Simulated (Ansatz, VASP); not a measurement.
**Si in VASP and in Ansatz**

File POSCAR:

```
Si
1.0
   -2.3713723045      2.3713723045      1.4356066211
    2.3713723045     -2.3713723045      1.4356066211
    2.3713723045      2.3713723045     -1.4356066211
Si
2
Direct
    0.2500000000      0.7500000000      0.5000000000
    0.5000000000      0.5000000000      0.0000000000
```

INCAR.step1

```
SYSTEM = Si
  PREC = Accurate
  ENCUT = 520
  ISMEAR = 0
  SIGMA = 0.15
  LREAL = .False.
  LASPH = .True.
  NELM = 100
  NBANDS = 11
  GGA = PE
  ALGO = Normal
  EDIFF = 1E-4
  LWAVE = .True.
  LCHARG = .False.
```

The input INCAR.step2:

```
SYSTEM = Si
  PREC = Accurate
  ENCUT = 520
  EDIFF = 1E-6
  ISMEAR = 0
  SIGMA = 0.15
  LREAL = .False.
  LASPH = .True.
  NELM = 100
  ALGO = Normal
  ISIF = 2
  LWAVE = .False.
  LCHARG = .False.
  METAGGA = R2SCAN
  LMIXTAU = .True.
  NBANDS = 11
  ISTART = 1
```

File KPOINTS:

```
regular mesh
0
Gamma
  20 20 20
  0 0 0
```

Input for Ansatz:

```yaml
crystal:
  lattice:
    - [-2.3713723045, 2.3713723045, 1.4356066211]
    - [2.3713723045, -2.3713723045, 1.4356066211]
    - [2.3713723045, 2.3713723045, -1.4356066211]
  atoms:
    - { symbol: Si, position: [0.25, 0.75, 0.5] }
    - { symbol: Si, position: [0.5, 0.5, 0.0] }
basis:
  ecutwfc: 500
kpoints:
  mp_grid: { grid: [20, 20, 20] }
hamiltonian:
  xc: r2scan
scf:
  occupations: { method: gaussian, width: 0.15 }
output:
  forces: true
  stress: true
  eigenvalues: true
```

Change from the starting cell: strain +0.000 along x and y, +0.080 along z, atoms carried along.

Alike in both runs: task single point; functional r2SCAN; k mesh 20 × 20 × 20; occupations gaussian, width 0.15 eV; no spin polarisation.

|  | VASP | Ansatz |
| --- | --- | --- |
| version | VASP 6.6.1 | Ansatz 0.2.0 |
| potentials or method | VASP PAW PBE potentials, release 64 (Si), cutoff 520 eV | scalar-relativistic, plane waves, PAW |
| valence electrons in the cell | 8 | 8 |

VASP gave:

- gap on the k mesh at the Fermi level (eV): none
- pressure (GPa): -4.0
- traceless stress, the component that is largest in VASP (GPa): -2.17

Question: Which values does Ansatz return?

Answer: gap on the k mesh at the Fermi level (eV): none; pressure (GPa): -3.9; traceless stress, the component that is largest in VASP (GPa): -2.28.

VASP's potentials were made for PBE, not for r2SCAN. A gap of «none» marks a metal or a gap that the smearing closes. With one functional, cell and mesh, what is left measures potentials, basis and numerics.
